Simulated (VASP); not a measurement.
Set up this calculation in VASP 6.6.1, as the native input.

| Quantity | Value |
| --- | --- |
| Task | single point |
| Functional | PBE |
| Potentials or basis | VASP PAW PBE potentials, release 64 (Hf_pv, N) |
| Cutoff | 600 eV |
| k mesh | 6 × 6 × 6 |
| Occupations | gaussian, width 0.1 eV |
| Spin | no spin polarisation |
| Dipole correction | no |
| Further INCAR settings | ALGO = Normal; EDIFF = 1e-06; NBANDS = 14 |

The structure of HfN lies in POSCAR:

```
HfN
1.0
    0.0000000000      2.2735880707      2.2735880707
    2.2735880707      0.0000000000      2.2735880707
    2.2735880707      2.2735880707      0.0000000000
Hf N
1 1
Direct
    0.0000000000      0.0000000000      0.0000000000
    0.5000000000      0.5000000000      0.5000000000
```

The input as run:

INCAR

```
PREC = Accurate ; ENCUT = 600
EDIFF = 1E-6 ; ISMEAR = 0
SIGMA = 0.1 ; LREAL = False
LASPH = True ; NELM = 120
ALGO = Normal ; ISIF = 2
LWAVE = False ; LCHARG = False
GGA = PE ; NBANDS = 14
GGA_COMPAT = False
```

KPOINTS

```
regular mesh
0
Gamma
  6 6 6
```

Potentials or basis: VASP PAW PBE potentials, release 64 (Hf_pv, N).

The run is started by

```sh
$ cat potpaw_PBE.64/Hf_pv/POTCAR potpaw_PBE.64/N/POTCAR > POTCAR
$ mpirun -np 1 vasp_std > vasp.out
```

Results of the run:

- Pressure: -2.5 GPa

Caveat: the k points lie up to 0.40 Å⁻¹ apart.

Run time: 9.2 s on 1 thread of AMD EPYC 7R13 Processor (Zen 3) (shared host), peak memory 0.13 GiB.
